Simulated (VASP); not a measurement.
# CuI (P4/nmm) in VASP: further runs

The runs below take CuI through single point, with PBEsol.

Program: VASP 6.6.1. These are calculated values, not measurements. Logs are shortened: lines on timing, memory, paths and dates and some standing lists are left out, and cuts for length are marked.

## Step 1: The cell of the first run

The structure is tetragonal, space group P4/nmm (No. 129). Conventional cell: a = 3.986 Å, b = 3.986 Å, c = 6.441 Å, α = 90.00°, β = 90.00°, γ = 90.00°. Cu (site symmetry -4m2) has 4 I at 2.62 Å and 4 Cu at 2.82 Å within 3.5 Å. I (site symmetry 4mm) has 4 Cu at 2.62 Å within 3.5 Å.

## Step 2: Single point, PBEsol

Contents of INCAR:

```
ALGO = Normal
EDIFF = 1E-6
ENCUT = 600
GGA = PS
GGA_COMPAT = False
ISIF = 2
ISMEAR = 0
LASPH = True
LCHARG = True
LELF = True
LREAL = False
LVHAR = True
LWAVE = False
NBANDS = 26
NELM = 120
PREC = Accurate
SIGMA = 0.01
```

Contents of KPOINTS:

```
k-points
0
Gamma
  6 6 4
```

Contents of POSCAR:

```
CuI
1.0
    3.9855995437      0.0000000000      0.0000000000
    0.0000000000      3.9855995437      0.0000000000
    0.0000000000      0.0000000000      6.4412702791
Cu I
2 2
Direct
    0.0000000000      0.0000000000      0.0000000000
    0.5000000000      0.5000000000      0.0000000000
    0.0000000000      0.5000000000      0.2642075669
    0.5000000000      0.0000000000      0.7357924331
```

Potentials or basis: VASP PAW PBE potentials, release 64 (Cu, I).

The run is started by

```sh
cat potpaw_PBE.64/Cu/POTCAR potpaw_PBE.64/I/POTCAR > POTCAR
mpirun -np 1 vasp_std > vasp.out
```

OUTCAR:

```text
EDIFF = 1E-6
   ENCUT = 600
   GGA = PS
   ISIF = 2
   ISMEAR = 0
   LASPH = True
   LREAL = False
   NELM = 120
   PREC = Accurate

 ion  position               nearest neighbor table
   1  0.000  0.000  0.000-   3 2.62   4 2.62   3 2.62   4 2.62
   2  0.500  0.500  0.000-   3 2.62   4 2.62   4 2.62   3 2.62
   3  0.000  0.500  0.264-   1 2.62   2 2.62   1 2.62   2 2.62
   4  0.500  0.000  0.736-   1 2.62   2 2.62   2 2.62   1 2.62

  LATTYP: Found a simple tetragonal cell.
 ALAT       =     3.9855995437
 C/A-ratio  =     1.6161358432

  Lattice vectors:

 A1 = (   3.9855995437,   0.0000000000,   0.0000000000)
 A2 = (   0.0000000000,   3.9855995437,   0.0000000000)
 A3 = (   0.0000000000,   0.0000000000,   6.4412702791)

Analysis of symmetry for initial positions (statically):
=====================================================================
 Subroutine PRICEL returns:
 Original cell was already a primitive cell.

 Routine SETGRP: Setting up the symmetry group for a
 simple tetragonal supercell.

 Subroutine GETGRP returns: Found 16 space group operations
 (whereof  8 operations were pure point group operations)
 out of a pool of 16 trial point group operations.

The static configuration has the point symmetry D_2d.
 The point group associated with its full space group is D_4h.

Analysis of symmetry for dynamics (positions and initial velocities):
=====================================================================
 Subroutine PRICEL returns:
 Original cell was already a primitive cell.

 Routine SETGRP: Setting up the symmetry group for a
 simple tetragonal supercell.

 Subroutine GETGRP returns: Found 16 space group operations
 (whereof  8 operations were pure point group operations)
 out of a pool of 16 trial point group operations.

The dynamic configuration has the point symmetry D_2d.
 The point group associated with its full space group is D_4h.

 Subroutine INISYM returns: Found 16 space group operations
 (whereof  8 operations are pure point group operations),
 and found     1 'primitive' translations

----------------------------------------------------------------------------------------

                                     Primitive cell

  volume of cell :     102.3196

  direct lattice vectors                    reciprocal lattice vectors
     3.985599544  0.000000000  0.000000000     0.250903280  0.000000000  0.000000000
     0.000000000  3.985599544  0.000000000     0.000000000  0.250903280  0.000000000
     0.000000000  0.000000000  6.441270279     0.000000000  0.000000000  0.155248881

  length of vectors
     3.985599544  3.985599544  6.441270279     0.250903280  0.250903280  0.155248881

  position of ions in fractional coordinates (direct lattice)
     0.000000000  0.000000000  0.000000000
     0.500000000  0.500000000  0.000000000
     0.000000000  0.500000000  0.264207567
     0.500000000  0.000000000  0.735792433

  ion indices of the primitive-cell ions
   primitive index   ion index
                 1           1
                 2           2
                 3           3
                 4           4

----------------------------------------------------------------------------------------

 KPOINTS: k-points

Automatic generation of k-mesh.
 Grid dimensions read from file:
 generate k-points for:    6    6    4

 Generating k-lattice:

  Cartesian coordinates                     Fractional coordinates (reciprocal lattice)
     0.041817213  0.000000000  0.000000000     0.166666667  0.000000000  0.000000000
     0.000000000  0.041817213  0.000000000     0.000000000  0.166666667  0.000000000
     0.000000000  0.000000000  0.038812220     0.000000000  0.000000000  0.250000000

  Length of vectors
     0.041817213  0.041817213  0.038812220

  Shift w.r.t. Gamma in fractional coordinates (k-lattice)
     0.000000000  0.000000000  0.000000000

 Subroutine IBZKPT returns following result:
 ===========================================

 Found     30 irreducible k-points:

 Following reciprocal coordinates:
            Coordinates               Weight
  0.000000  0.000000  0.000000      1.000000
  0.166667  0.000000  0.000000      4.000000
  0.333333  0.000000  0.000000      4.000000
  0.500000  0.000000  0.000000      2.000000
  0.166667  0.166667  0.000000      4.000000
  0.333333  0.166667  0.000000      8.000000
[... 16 lines left out ...]
  0.333333  0.000000  0.500000      4.000000
  0.500000  0.000000  0.500000      2.000000
 [... further k-points ...]
   k-points           NKPTS =     30   k-points in BZ     NKDIM =     30   number of bands    NBANDS=     26
   number of dos      NEDOS =    301   number of ions     NIONS =      4
   total plane-waves  NPLWV =  55296
   dimension x,y,z NGX =    32 NGY =   32 NGZ =   54
   dimension x,y,z NGXF=    64 NGYF=   64 NGZF=  108
   ions per type =               2   2
   NGX,Y,Z   is equivalent  to a cutoff of  13.35, 13.35, 13.94 a.u.
   NGXF,Y,Z  is equivalent  to a cutoff of  26.70, 26.70, 27.87 a.u.
 SYSTEM =  unknown system
   PREC   = accura    normal or accurate (medium, high low for compatibility)
   ISTART =      0    job   : 0-new  1-cont  2-samecut
   ICHARG =      2    charge: 1-file 2-atom 10-const
   ISPIN  =      1    spin polarized calculation?
   LNONCOLLINEAR =      F non collinear calculations
   LSORBIT =      F    spin-orbit coupling
   LASPH  =      T    aspherical Exc in radial PAW
   ENCUT  =  600.0 eV  44.10 Ry    6.64 a.u.   7.96  7.96 12.86*2*pi/ulx,y,z
   NELM   =    120;   NELMIN=  2; NELMDL= -5     # of ELM steps
   EDIFF  = 0.1E-05   stopping-criterion for ELM
   LREAL  =      F    real-space projection
   EDIFFG = 0.1E-04   stopping-criterion for IOM
   NSW    =      0    number of steps for IOM
   IBRION =     -1    ionic relax: 0-MD 1-quasi-New 2-CG
   NFREE  =      0    steps in history (QN), initial steepest desc. (CG)
   ISIF   =      2    stress and relaxation
   ISYM   =      2    0-nonsym 1-usesym 2-fastsym
   POTIM  = 0.5000    time-step for ionic-motion
   TEBEG  =    0.0;   TEEND  =   0.0 temperature during run
   PSTRESS=    0.0 pullay stress
   NELECT =      36.0000    total number of electrons
   NUPDOWN=      -1.0000    fix difference up-down
   EMIN   =  10.00;   EMAX   =-10.00  energy-range for DOS
   EFERMI =   0.00;   METHOD = LEGACY
   ISMEAR =     0;   SIGMA  =   0.01  broadening in eV -4-tet -1-fermi 0-gaus
   EFERMI_NEDOS =   21; number of points for ismear=-14 and -15
   IALGO  =     38    algorithm
   IMIX   =      4    mixing-type and parameters
     AMIX     =   0.40;   BMIX     =  1.00
     AMIX_MAG =   1.60;   BMIX_MAG =  1.00
  volume/ion in A,a.u.               =      25.58       172.62
  Fermi-wavevector in a.u.,A,eV,Ry     =   1.155729  2.184011 18.173435  1.335710
  Thomas-Fermi vector in A             =   2.292355
   LORBIT       =      0    0 simple, 1 ext, 2 COOP (PROOUT), +10 PAW based schemes
   GGA     = PS    functional components
   LHFCALC =     F    Hartree Fock is set to
   AEXX    =    0.0000 exact exchange contribution
   IVDW    =     0    specifies the selected vdW correction
   LEPSILON=     F    determine dielectric tensor
   LRPA    =     F    only Hartree local field effects (RPA)
 non-spin polarized calculation
 Gauss-broadening in eV      SIGMA  =   0.01
  energy-cutoff  :      600.00
  volume of cell :      102.32
 maximum number of plane-waves:      3456
 NGX is ok and might be reduce to    32
   NGX = 15   NGY = 15   NGZ = 25

 number of electron      36.0000008 magnetization

 Free energy of the ion-electron system (eV)
  ---------------------------------------------------
  ext. energy  EPLUGINS =         0.00000000
  ---------------------------------------------------
  free energy    TOTEN  =       -12.64198314 eV

  energy without entropy =      -12.64198314  energy(sigma->0) =      -12.64198314

 E-fermi :   5.1283     XC(G=0):  -9.5221

 val. band max:        5.0414437480   @ k =   0.0000   0.0000   0.0000
 cond. band min:       6.5654420608   @ k =   0.0000   0.0000   0.0000
 fundamental gap:      1.5239983129
 Fermi energy:         5.1282755958

 k-point     1 :       0.0000    0.0000    0.0000
  band No.  band energies     occupation
      1      -9.1828      2.00000
      2      -8.3844      2.00000
      3      -1.1874      2.00000
      4       1.0212      2.00000
      5       1.2657      2.00000
      6       1.2657      2.00000
[... 18 lines left out ...]
     25      13.3458      0.00000
     26      13.6368      0.00000

 k-point     2 :       0.1667    0.0000    0.0000
  band No.  band energies     occupation
      1      -9.0640      2.00000
      2      -8.3532      2.00000
      3      -0.9874      2.00000
      4       0.9205      2.00000
      5       0.9256      2.00000
      6       1.1759      2.00000
[... 18 lines left out ...]
     25      13.3084      0.00000
     26      13.7453      0.00000

 k-point     3 :       0.3333    0.0000    0.0000
  band No.  band energies     occupation
      1      -8.7678      2.00000
      2      -8.3317      2.00000
      3      -0.4911      2.00000
      4       0.0081      2.00000
      5       0.2524      2.00000
      6       0.9970      2.00000
[... 18 lines left out ...]
     25      12.1091      0.00000
     26      12.5452      0.00000

 k-point     4 :       0.5000    0.0000    0.0000
  band No.  band energies     occupation
      1      -8.4655      2.00000
      2      -8.4655      2.00000
      3      -0.3965      2.00000
      4      -0.3965      2.00000
      5       0.4994      2.00000
      6       0.4994      2.00000
[... 18 lines left out ...]
     25      11.6733      0.00000
     26      11.6733      0.00000
[... 496 lines left out ...]
      1      -8.8392      2.00000
      2      -8.6259      2.00000
      3      -0.4131      2.00000
      4       0.1237      2.00000
      5       0.9711      2.00000
      6       1.1970      2.00000
[... 18 lines left out ...]
     25      10.9426      0.00000
     26      13.1963      0.00000

 k-point    23 :       0.3333    0.0000    0.5000
  band No.  band energies     occupation
      1      -8.6185      2.00000
      2      -8.4902      2.00000
      3      -0.7201      2.00000
      4      -0.4283      2.00000
      5       0.9523      2.00000
      6       1.1352      2.00000
[... 18 lines left out ...]
     25      12.4076      0.00000
     26      13.0018      0.00000

 k-point    24 :       0.5000    0.0000    0.5000
  band No.  band energies     occupation
      1      -8.4579      2.00000
      2      -8.4579      2.00000
      3      -0.8887      2.00000
      4      -0.8887      2.00000
      5       1.1262      2.00000
      6       1.1262      2.00000
[... 18 lines left out ...]
     25      12.9571      0.00000
     26      12.9571      0.00000

 [... further k-points ...]

------------------------ aborting loop because EDIFF is reached ----------------------------------------

  FORCE on cell =-STRESS in cart. coord.  units (eV):
  Direction    XX          YY          ZZ          XY          YZ          ZX
  --------------------------------------------------------------------------------------
  -------------------------------------------------------------------------------------
  Total        0.3313597      0.3313597      0.1752555      0.0000000      0.0000000      0.0000000
  in kB        5.1886146      5.1886146      2.7442489      0.0000000      0.0000000      0.0000000
  external PRESSURE =       4.3738260 kB  Pullay stress =       0.0000000 kB

 VOLUME and BASIS-vectors are now :
 -----------------------------------------------------------------------------
  energy-cutoff  :      600.00
  volume of cell :      102.32
      direct lattice vectors                 reciprocal lattice vectors
     3.985599544  0.000000000  0.000000000     0.250903280  0.000000000  0.000000000
     0.000000000  3.985599544  0.000000000     0.000000000  0.250903280  0.000000000
     0.000000000  0.000000000  6.441270279     0.000000000  0.000000000  0.155248881

 POSITION                                       TOTAL-FORCE (eV/Angst)
 -----------------------------------------------------------------------------------
      0.00000      0.00000      0.00000         0.000000     -0.000000      0.000000
      1.99280      1.99280      0.00000        -0.000000      0.000000      0.000000
      0.00000      1.99280      1.70183         0.000000      0.000000      0.021814
      1.99280      0.00000      4.73944         0.000000      0.000000     -0.021814
 -----------------------------------------------------------------------------------
    total drift:                                0.000000     -0.000000     -0.000000

  FREE ENERGIE OF THE ION-ELECTRON SYSTEM (eV)
  ---------------------------------------------------
  free  energy   TOTEN  =       -12.6419831433 eV

  energy  without entropy=      -12.6419831433  energy(sigma->0) =      -12.64198314
```

Wall time 38 s (1 thread of Intel Xeon 6975P-C (Granite Rapids), shared host); peak memory 0.28 GiB.

What came out:

```
Free energy            : -12.6420 eV
Pressure               : 0.4 GPa
Largest force          : 0.022 eV/Å
Band gap on the k mesh : 1.52 eV
```

Forces in eV/Å, atoms in the order of the input:
```
Cu   0.000  0.000  0.000
Cu   0.000  0.000  0.000
I    0.000  0.000  0.022
I    0.000  0.000 -0.022
```

Caveat: the PAW data sets were made with another functional, which shifts forces and pressure a little; spin-orbit coupling is left out, which moves the levels of the heavy elements; this functional lacks dispersion, which binds the layers, so the pressure and a relaxed spacing across them are unreliable.

## Step 3: Single point, PBEsol

This run uses another cell than the first one, of 25.97 Å³/atom.

Contents of INCAR:

```
SYSTEM = CuI
PREC     = Accurate       ! precision mode
ENCUT    = 600            ! plane-wave cutoff, eV
EDIFF    = 1E-6           ! SCF threshold, eV
ISMEAR   = 0              ! smearing method
SIGMA    = 0.01           ! smearing width, eV
LREAL    = .FALSE.        ! projectors in reciprocal space
LASPH    = .TRUE.         ! aspherical terms in the spheres
NELM     = 120            ! most SCF steps
ALGO     = Normal         ! electronic algorithm
ISIF     = 2              ! what is computed and relaxed
LWAVE    = .FALSE.        ! write WAVECAR
LCHARG   = .FALSE.        ! write CHGCAR
GGA      = PS             ! functional
NBANDS   = 26             ! bands
GGA_COMPAT= .FALSE.
```

Contents of KPOINTS:

```
Automatic mesh
0
G
  6 6 4
  0 0 0
```

Contents of POSCAR:

```
CuI
1.0
    4.0056276822      0.0000000000      0.0000000000
    0.0000000000      4.0056276822      0.0000000000
    0.0000000000      0.0000000000      6.4736384715
Cu I
2 2
Direct
    0.0000000000      0.0000000000      0.0000000000
    0.5000000000      0.5000000000      0.0000000000
    0.0000000000      0.5000000000      0.2614620756
    0.5000000000      0.0000000000      0.7385379244
```

Potentials or basis: VASP PAW PBE potentials, release 64 (Cu, I).

The run is started by

```sh
cat potpaw_PBE.64/Cu/POTCAR potpaw_PBE.64/I/POTCAR > POTCAR
mpirun -np 1 vasp_std > vasp.out
```

Run time: 38 s. Hardware: 1 thread of Intel Xeon 6975P-C (Granite Rapids), shared host; peak memory 0.27 GiB.

The run converged. Its results:

- Free energy: -12.6441 eV
- Pressure: 0.2 GPa
- Largest force: 0.023 eV/Å
- Band gap on the k mesh: 1.53 eV

Forces in eV/Å, atoms in the order of the input:
```
Cu   0.000  0.000  0.000
Cu   0.000  0.000  0.000
I    0.000  0.000  0.023
I    0.000  0.000 -0.023
```

Levels at points of the mesh, in eV from the valence-band top:
```csv
k point,band 15,band 16,band 17,band 18,band 19,band 20,band 21,band 22
"(0.00, 0.00, 0.00)",-1.28,-0.95,0.00,0.00,1.53,3.13,3.31,4.88
"(0.50, 0.00, 0.00)",-1.28,-1.28,-0.51,-0.51,3.71,3.71,4.83,4.83
"(0.50, 0.50, 0.00)",-1.84,-1.84,-1.20,-1.20,2.49,2.49,2.61,2.61
"(0.00, 0.00, 0.50)",-1.42,-1.28,-0.35,-0.35,3.32,3.36,3.46,4.25
"(0.50, 0.00, 0.50)",-0.85,-0.85,-0.48,-0.48,2.15,2.15,5.09,5.09
"(0.50, 0.50, 0.50)",-1.84,-1.84,-1.09,-1.09,3.94,3.94,4.09,4.09
```

Caveat: the PAW data sets were made with another functional, which shifts forces and pressure a little; spin-orbit coupling is left out, which moves the levels of the heavy elements; this functional lacks dispersion, which binds the layers, so the pressure and a relaxed spacing across them are unreliable. A hybrid or GW would open this gap; PBEsol tends to underestimate it.

(Part 1 of 2 ends here.)
